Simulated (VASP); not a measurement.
Write the native input for VASP 6.6.1 that does the following.

```yaml
Task: single point
Functional: PBE
Potentials_or_basis: VASP PAW PBE potentials, release 64 (Cs_sv, Al, Ga_d, C, N)
Cutoff: 520 eV
k_mesh: 4 × 4 × 4
Occupations: gaussian, width 0.1 eV
Spin: no spin polarisation
Dipole_correction: no
Further_INCAR_settings: LREAL = Auto; ALGO = Normal; EDIFF = 1e-06; NBANDS = 58
```

The structure of Cs2AlGaC6N6 lies in POSCAR:

```
Cs2AlGaC6N6
1.0
    0.0000000000      5.0285000000      5.0285000000
    5.0285000000      0.0000000000      5.0285000000
    5.0285000000      5.0285000000      0.0000000000
Cs Al Ga C N
2 1 1 6 6
Direct
    0.2500000000      0.2500000000      0.2500000000
    0.7500000000      0.7500000000      0.7500000000
    0.5000000000      0.5000000000      0.5000000000
    0.0000000000      0.0000000000      0.0000000000
    0.8114745900      0.1885254100      0.1885254100
    0.1885254100      0.8114745900      0.1885254100
    0.1885254100      0.1885254100      0.8114745900
    0.1885254100      0.8114745900      0.8114745900
    0.8114745900      0.1885254100      0.8114745900
    0.8114745900      0.8114745900      0.1885254100
    0.6951377200      0.3048622800      0.3048622800
    0.3048622800      0.6951377200      0.3048622800
    0.3048622800      0.3048622800      0.6951377200
    0.3048622800      0.6951377200      0.6951377200
    0.6951377200      0.3048622800      0.6951377200
    0.6951377200      0.6951377200      0.3048622800
```

One way to write it, as run:

INCAR

```
SYSTEM = Cs2AlGaC6N6
PREC = Accurate
ENCUT = 520
EDIFF = 1E-6
ISMEAR = 0
SIGMA = 0.1
LREAL = Auto
LASPH = .True.
NELM = 60
ALGO = Normal
ISIF = 2
LWAVE = .False.
LCHARG = .False.
GGA = PE
NBANDS = 58
```

KPOINTS

```
Automatic mesh
0
Gamma
  4 4 4
  0 0 0
```

Potentials or basis: VASP PAW PBE potentials, release 64 (Cs_sv, Al, Ga_d, C, N).

Command:

```bash
$ cat potpaw_PBE.64/Cs_sv/POTCAR potpaw_PBE.64/Al/POTCAR potpaw_PBE.64/Ga_d/POTCAR potpaw_PBE.64/C/POTCAR potpaw_PBE.64/N/POTCAR > POTCAR
$ mpirun -np 1 vasp_std > vasp.out
```

It gave:

The pressure is 13.4 GPa. The largest force is 2.704 eV/Å. The band gap on the k mesh is zero (bands 44 and 45 overlap by 0.76 eV).

Caveat: the cell stands under pressure; spin-orbit coupling is left out, which moves the levels of the heavy elements; forces of over 1 eV/Å act on the atoms, so gaps and moduli don't describe the material at rest.

Run time: 5.9 min on 1 thread of AMD EPYC 7R43 64-Core Processor (Zen 3), with other jobs on the host, peak memory 0.39 GiB.
